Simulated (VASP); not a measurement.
The system is Sn.

```
CELL_PARAMETERS angstrom
0.00000 3.23334 3.23334
3.23334 0.00000 3.23334
3.23334 3.23334 0.00000
ATOMIC_POSITIONS crystal
Sn 0.75000 0.75000 0.75000
Sn 0.50000 0.50000 0.50000
```

```yaml
Program: VASP 6.6.1
Task: relaxation of cell and atoms
Functional: RPBE
Potentials_or_basis: VASP PAW PBE potentials, release 64 (Sn_d)
Cutoff: 600 eV
k_mesh: 7 × 7 × 7
Occupations: fermi-dirac, width 0.05 eV
Spin: no spin polarisation
```

At the start: pressure 5.2 GPa; volume 33.80 Å³/atom.

Q: How do energy, volume and symmetry change on relaxing?

A: Over 3 steps the energy falls by 62.4 meV/atom and the volume is 38.12 Å³/atom (+12.8 %); space group Fd-3m (No. 227, to 0.05 Å).

The path:
| step | energy change (eV) | largest force (eV/Å) | pressure (GPa) | volume (Å³) |
| --- | --- | --- | --- | --- |
| 1 | 0.0000 | 0.0000 | 5.20 | 67.61 |
| 2 | -0.1165 | 0.0000 | -0.97 | 78.93 |
| 3 | -0.1248 | 0.0000 | 0.01 | 76.24 |

Final structure:
```xyz
2
Lattice="0.0000 3.3655 3.3655 3.3655 0.0000 3.3655 3.3655 3.3655 0.0000" Properties=species:S:1:pos:R:3 pbc="T T T"
Sn    5.0482    5.0482    5.0482
Sn    3.3655    3.3655    3.3655
```

Caveat: the PAW data sets were made with another functional, which shifts forces and pressure a little; the volume moved by +13 % from the deposited cell, more than functionals usually miss.
